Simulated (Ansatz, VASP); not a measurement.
**InSb: VASP beside Ansatz**

File INCAR:

```
SYSTEM = InSb
ALGO = Normal
EDIFF = 1E-6
ENCUT = 520
GGA = CA
ISIF = 2
ISMEAR = 0
LASPH = .TRUE.
LCHARG = .FALSE.
LREAL = .FALSE.
LWAVE = .FALSE.
NBANDS = 16
NELM = 60
PREC = Accurate
SIGMA = 0.15
```

File KPOINTS:

```
k-points
0
G
  14 14 14
  0 0 0
```

The input POSCAR:

```
InSb
1.0
    0.0000000000      3.0735130000      3.1042481300
    3.0735130000      0.0000000000      3.1042481300
    3.0735130000      3.0735130000      0.0000000000
In Sb
1 1
Direct
    0.0000000000      0.0000000000      0.0000000000
    0.5000000000      0.5000000000      0.5000000000
```

Input for Ansatz:

```yaml
crystal:
  lattice:
    - [0.0, 3.073513, 3.10424813]
    - [3.073513, 0.0, 3.10424813]
    - [3.073513, 3.073513, 0.0]
  atoms:
    - { symbol: In, position: [0.0, 0.0, 0.0] }
    - { symbol: Sb, position: [0.5, 0.5, 0.5] }
basis:
  ecutwfc: 420
kpoints:
  mp_grid: { grid: [14, 14, 14] }
hamiltonian:
  xc: lda
scf:
  occupations: { method: gaussian, width: 0.15 }
output:
  forces: true
  stress: true
  eigenvalues: true
```

Change from the starting cell: strain +0.0100 x Voigt [0, 0, 1, 0, 0, 0], atoms carried along.

Alike in both runs: task single point; functional LDA; k mesh 14 × 14 × 14; occupations gaussian, width 0.15 eV; no spin polarisation.

```csv
,VASP,Ansatz
version,VASP 6.6.1,Ansatz 0.2.0
potentials or method,"VASP PAW LDA potentials, release 64 (In_d, Sb), cutoff 520 eV","scalar-relativistic, plane waves, PAW"
valence electrons in the cell,18,28
```

VASP gave:

| Quantity | Value |
| --- | --- |
| gap on the k mesh at the Fermi level (eV) | none |
| pressure (GPa) | -4.4 |
| traceless stress, the component that is largest in VASP (GPa) | -0.38 |

Question: Estimate Ansatz's values.

Answer: gap on the k mesh at the Fermi level (eV): none; pressure (GPa): -4.5; traceless stress, the component that is largest in VASP (GPa): -0.38.

LDA's correlation is that of Perdew and Zunger in VASP and of Perdew and Wang (1992) in Ansatz. A gap of «none» marks a metal or a gap that the smearing closes. VASP's potentials hold 18 valence electrons a cell and Ansatz's 28, so a difference there can come from the potentials and not from the codes.

Spin-orbit coupling is off throughout.
